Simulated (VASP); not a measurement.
# MgH2 in VASP: notebook

Runs on MgH2. Level: PBE. Tasks: single point.

Program: VASP 6.6.1. These are calculated values, not measurements. Logs are shortened: lines on timing, memory, paths and dates and some standing lists are left out, and cuts for length are marked.

## (1) The cell of the first run

Symmetry: P4/mmm, No. 123, tetragonal system. The conventional cell has a = 3.270 Å, b = 3.270 Å, c = 2.682 Å, α = 90.00°, β = 90.00°, γ = 90.00°. Mg (site symmetry 4/mmm) has 8 H at 2.11 Å and 2 Mg at 2.68 Å within 2.8 Å. Within 2.8 Å of H (site symmetry mmm) lie 4 Mg at 2.11 Å and 6 H at 2.31 to 2.68 Å.

## (2) Single point, PBE

INCAR

```
SYSTEM = MgH2
PREC = Accurate ; ENCUT = 520
EDIFF = 1E-6 ; ISMEAR = 0
SIGMA = 0.1 ; LREAL = .FALSE.
LASPH = .TRUE. ; NELM = 100
ALGO = Normal ; ISIF = 2
LWAVE = .FALSE. ; LCHARG = .FALSE.
GGA = PE ; NBANDS = 9
```

KPOINTS

```
Automatic mesh
0
G
  6 6 6
  0 0 0
```

POSCAR

```
MgH2
1.0
    3.2698108787      0.0000000000      0.0000000000
    0.0000000000      3.2698108787      0.0000000000
    0.0000000000      0.0000000000      2.6821328265
Mg H
1 2
Direct
    0.5000000000      0.5000000000      0.0000000000
    0.0000000000      0.5000000000      0.5000000000
    0.5000000000      0.0000000000      0.5000000000
```

Potentials or basis: VASP PAW PBE potentials, release 64 (Mg, H).

Launch:

```sh
cat potpaw_PBE.64/Mg/POTCAR potpaw_PBE.64/H/POTCAR > POTCAR
mpirun -np 1 vasp_std > vasp.out
```

OUTCAR:

```text
SYSTEM = MgH2
   PREC = Accurate
   ENCUT = 520
   EDIFF = 1E-6
   ISMEAR = 0
   LREAL = .FALSE.
   LASPH = .TRUE.
   NELM = 100
   ISIF = 2
   GGA = PE

 ion  position               nearest neighbor table
   1  0.500  0.500  0.000-   2 2.11   3 2.11   2 2.11   3 2.11   3 2.11   3 2.11   2 2.11   2 2.11

   2  0.000  0.500  0.500-   1 2.11   1 2.11   1 2.11   1 2.11
   3  0.500  0.000  0.500-   1 2.11   1 2.11   1 2.11   1 2.11

  LATTYP: Found a simple tetragonal cell.
 ALAT       =     3.2698108787
 C/A-ratio  =     0.8202715466

  Lattice vectors:

 A1 = (   3.2698108787,   0.0000000000,   0.0000000000)
 A2 = (   0.0000000000,   3.2698108787,   0.0000000000)
 A3 = (   0.0000000000,   0.0000000000,   2.6821328265)

Analysis of symmetry for initial positions (statically):
=====================================================================
 Subroutine PRICEL returns:
 Original cell was already a primitive cell.

 Routine SETGRP: Setting up the symmetry group for a
 simple tetragonal supercell.

 Subroutine GETGRP returns: Found 16 space group operations
 (whereof 16 operations were pure point group operations)
 out of a pool of 16 trial point group operations.

The static configuration has the point symmetry D_4h.

Analysis of symmetry for dynamics (positions and initial velocities):
=====================================================================
 Subroutine PRICEL returns:
 Original cell was already a primitive cell.

 Routine SETGRP: Setting up the symmetry group for a
 simple tetragonal supercell.

 Subroutine GETGRP returns: Found 16 space group operations
 (whereof 16 operations were pure point group operations)
 out of a pool of 16 trial point group operations.

The dynamic configuration has the point symmetry D_4h.

 Subroutine INISYM returns: Found 16 space group operations
 (whereof 16 operations are pure point group operations),
 and found     1 'primitive' translations

----------------------------------------------------------------------------------------

                                     Primitive cell

  volume of cell :      28.6765

  direct lattice vectors                    reciprocal lattice vectors
     3.269810879  0.000000000  0.000000000     0.305828085  0.000000000  0.000000000
     0.000000000  3.269810879  0.000000000     0.000000000  0.305828085  0.000000000
     0.000000000  0.000000000  2.682132827     0.000000000  0.000000000  0.372837613

  length of vectors
     3.269810879  3.269810879  2.682132827     0.305828085  0.305828085  0.372837613

  position of ions in fractional coordinates (direct lattice)
     0.500000000  0.500000000  0.000000000
     0.000000000  0.500000000  0.500000000
     0.500000000  0.000000000  0.500000000

  ion indices of the primitive-cell ions
   primitive index   ion index
                 1           1
                 2           2
                 3           3

----------------------------------------------------------------------------------------

 KPOINTS: Automatic mesh

Automatic generation of k-mesh.
 Grid dimensions read from file:
 generate k-points for:    6    6    6

 Generating k-lattice:

  Cartesian coordinates                     Fractional coordinates (reciprocal lattice)
     0.050971348  0.000000000  0.000000000     0.166666667  0.000000000  0.000000000
     0.000000000  0.050971348  0.000000000     0.000000000  0.166666667  0.000000000
     0.000000000  0.000000000  0.062139602     0.000000000  0.000000000  0.166666667

  Length of vectors
     0.050971348  0.050971348  0.062139602

  Shift w.r.t. Gamma in fractional coordinates (k-lattice)
     0.000000000  0.000000000  0.000000000

 Subroutine IBZKPT returns following result:
 ===========================================

 Found     40 irreducible k-points:

 Following reciprocal coordinates:
            Coordinates               Weight
  0.000000  0.000000  0.000000      1.000000
  0.166667  0.000000  0.000000      4.000000
  0.333333  0.000000  0.000000      4.000000
  0.500000  0.000000  0.000000      2.000000
  0.166667  0.166667  0.000000      4.000000
  0.333333  0.166667  0.000000      8.000000
[... 16 lines left out ...]
  0.333333  0.000000  0.333333      8.000000
  0.500000  0.000000  0.333333      4.000000
 [... further k-points ...]
   k-points           NKPTS =     40   k-points in BZ     NKDIM =     40   number of bands    NBANDS=      9
   number of dos      NEDOS =    301   number of ions     NIONS =      3
   total plane-waves  NPLWV =  11520
   dimension x,y,z NGX =    24 NGY =   24 NGZ =   20
   dimension x,y,z NGXF=    48 NGYF=   48 NGZF=   40
   ions per type =               1   2
   NGX,Y,Z   is equivalent  to a cutoff of  12.20, 12.20, 12.40 a.u.
   NGXF,Y,Z  is equivalent  to a cutoff of  24.40, 24.40, 24.79 a.u.
 SYSTEM =  MgH2
   PREC   = accura    normal or accurate (medium, high low for compatibility)
   ISTART =      0    job   : 0-new  1-cont  2-samecut
   ICHARG =      2    charge: 1-file 2-atom 10-const
   ISPIN  =      1    spin polarized calculation?
   LNONCOLLINEAR =      F non collinear calculations
   LSORBIT =      F    spin-orbit coupling
   LASPH  =      T    aspherical Exc in radial PAW
   ENCUT  =  520.0 eV  38.22 Ry    6.18 a.u.   6.08  6.08  4.99*2*pi/ulx,y,z
   NELM   =    100;   NELMIN=  2; NELMDL= -5     # of ELM steps
   EDIFF  = 0.1E-05   stopping-criterion for ELM
   LREAL  =      F    real-space projection
   EDIFFG = 0.1E-04   stopping-criterion for IOM
   NSW    =      0    number of steps for IOM
   IBRION =     -1    ionic relax: 0-MD 1-quasi-New 2-CG
   NFREE  =      0    steps in history (QN), initial steepest desc. (CG)
   ISIF   =      2    stress and relaxation
   ISYM   =      2    0-nonsym 1-usesym 2-fastsym
   POTIM  = 0.5000    time-step for ionic-motion
   TEBEG  =    0.0;   TEEND  =   0.0 temperature during run
   PSTRESS=    0.0 pullay stress
   NELECT =       4.0000    total number of electrons
   NUPDOWN=      -1.0000    fix difference up-down
   EMIN   =  10.00;   EMAX   =-10.00  energy-range for DOS
   EFERMI =   0.00;   METHOD = LEGACY
   ISMEAR =     0;   SIGMA  =   0.10  broadening in eV -4-tet -1-fermi 0-gaus
   EFERMI_NEDOS =   21; number of points for ismear=-14 and -15
   IALGO  =     38    algorithm
   IMIX   =      4    mixing-type and parameters
     AMIX     =   0.40;   BMIX     =  1.00
     AMIX_MAG =   1.60;   BMIX_MAG =  1.00
  volume/ion in A,a.u.               =       9.56        64.51
  Fermi-wavevector in a.u.,A,eV,Ry     =   0.849023  1.604422  9.807633  0.720841
  Thomas-Fermi vector in A             =   1.964779
   LORBIT       =      0    0 simple, 1 ext, 2 COOP (PROOUT), +10 PAW based schemes
   GGA     = PE    functional components
   LHFCALC =     F    Hartree Fock is set to
   AEXX    =    0.0000 exact exchange contribution
   IVDW    =     0    specifies the selected vdW correction
   LEPSILON=     F    determine dielectric tensor
   LRPA    =     F    only Hartree local field effects (RPA)
 non-spin polarized calculation
 Gauss-broadening in eV      SIGMA  =   0.10
  energy-cutoff  :      520.00
  volume of cell :       28.68
 maximum number of plane-waves:       808
   NGX = 13   NGY = 13   NGZ =  9

 number of electron       3.9999997 magnetization

 Free energy of the ion-electron system (eV)
  ---------------------------------------------------
  ext. energy  EPLUGINS =         0.00000000
  ---------------------------------------------------
  free energy    TOTEN  =        -7.95782717 eV

  energy without entropy =       -7.95692037  energy(sigma->0) =       -7.95737377

 E-fermi :   2.1112     XC(G=0):  -8.7234

 val. band max:        1.8685378142   @ k =   0.1667   0.0000   0.3333
 cond. band min:       2.1452447089   @ k =   0.5000   0.5000   0.1667
 fundamental gap:      0.2767068946
 Fermi energy:         2.1112431210

 k-point     1 :       0.0000    0.0000    0.0000
  band No.  band energies     occupation
      1      -7.0725      2.00000
      2       1.2772      2.00000
      3       8.2877      0.00000
      4       8.2877      0.00000
      5      10.1753      0.00000
      6      13.5075      0.00000
      7      14.7824      0.00000
      8      18.8491      0.00000
      9      20.1035      0.00000

 k-point     2 :       0.1667    0.0000    0.0000
  band No.  band energies     occupation
      1      -6.7148      2.00000
      2       0.3403      2.00000
      3       7.5189      0.00000
      4       8.6228      0.00000
      5      12.0523      0.00000
      6      13.9511      0.00000
      7      15.0937      0.00000
      8      16.9934      0.00000
      9      17.1321      0.00000

 k-point     3 :       0.3333    0.0000    0.0000
  band No.  band energies     occupation
      1      -5.6671      2.00000
      2      -1.7513      2.00000
      3       7.8625      0.00000
      4       9.6067      0.00000
      5      11.8827      0.00000
      6      14.0611      0.00000
      7      14.5215      0.00000
      8      16.0287      0.00000
      9      17.9764      0.00000

 k-point     4 :       0.5000    0.0000    0.0000
  band No.  band energies     occupation
      1      -4.2938      2.00000
      2      -3.5821      2.00000
      3       8.7331      0.00000
      4      10.4601      0.00000
      5      10.7340      0.00000
      6      12.2291      0.00000
      7      15.1912      0.00000
      8      17.4760      0.00000
      9      17.6257      0.00000
[... 205 lines left out ...]
 k-point    22 :       0.1667    0.0000    0.3333
  band No.  band energies     occupation
      1      -4.8230      2.00000
      2       1.8685      1.99940
      3       3.6032      0.00000
      4       9.4374      0.00000
      5      10.4753      0.00000
      6      11.6507      0.00000
      7      15.3272      0.00000
      8      16.8007      0.00000
      9      17.1744      0.00000

 k-point    23 :       0.3333    0.0000    0.3333
  band No.  band energies     occupation
      1      -3.8258      2.00000
      2      -0.1171      2.00000
      3       4.6717      0.00000
      4       8.5181      0.00000
      5      10.0672      0.00000
      6      11.4137      0.00000
      7      15.0143      0.00000
      8      16.0165      0.00000
      9      18.1166      0.00000

 k-point    24 :       0.5000    0.0000    0.3333
  band No.  band energies     occupation
      1      -2.4886      2.00000
      2      -1.8897      2.00000
      3       6.3149      0.00000
      4       6.4727      0.00000
      5      10.3098      0.00000
      6      12.3396      0.00000
      7      13.9268      0.00000
      8      14.5255      0.00000
      9      18.7503      0.00000

 [... further k-points ...]

------------------------ aborting loop because EDIFF is reached ----------------------------------------

  FORCE on cell =-STRESS in cart. coord.  units (eV):
  Direction    XX          YY          ZZ          XY          YZ          ZX
  --------------------------------------------------------------------------------------
  -------------------------------------------------------------------------------------
  Total       -0.0487386     -0.0487386     -0.0841628      0.0000000      0.0000000      0.0000000
  in kB       -2.7230661     -2.7230661     -4.7022465      0.0000000      0.0000000      0.0000000
  external PRESSURE =      -3.3827929 kB  Pullay stress =       0.0000000 kB

 VOLUME and BASIS-vectors are now :
 -----------------------------------------------------------------------------
  energy-cutoff  :      520.00
  volume of cell :       28.68
      direct lattice vectors                 reciprocal lattice vectors
     3.269810879  0.000000000  0.000000000     0.305828085  0.000000000  0.000000000
     0.000000000  3.269810879  0.000000000     0.000000000  0.305828085  0.000000000
     0.000000000  0.000000000  2.682132827     0.000000000  0.000000000  0.372837613

 POSITION                                       TOTAL-FORCE (eV/Angst)
 -----------------------------------------------------------------------------------
      1.63491      1.63491      0.00000         0.000000      0.000000      0.000000
      0.00000      1.63491      1.34107         0.000000      0.000000      0.000000
      1.63491      0.00000      1.34107         0.000000      0.000000      0.000000
 -----------------------------------------------------------------------------------
    total drift:                                0.000000      0.000000     -0.000000

  FREE ENERGIE OF THE ION-ELECTRON SYSTEM (eV)
  ---------------------------------------------------
  free  energy   TOTEN  =        -7.9578271651 eV

  energy  without entropy=       -7.9569203724  energy(sigma->0) =       -7.95737377
```

Run time: 3.9 s. Hardware: 1 thread of AMD EPYC 9R45 (Zen 5), shared host; peak memory 0.11 GiB.

What came out:

- Free energy: -7.9578 eV
- Pressure: -0.3 GPa
- Band gap on the k mesh: zero (band 2 reaches 2.76 eV, above the bottom of band 3 at 1.62 eV)

Stress tensor (GPa, compression positive):
```
-0.27  0.00  0.00
 0.00 -0.27  0.00
 0.00  0.00 -0.47
```

Caveat: the k points lie up to 0.39 Å⁻¹ apart.

(Continued in part 2 of 3.)
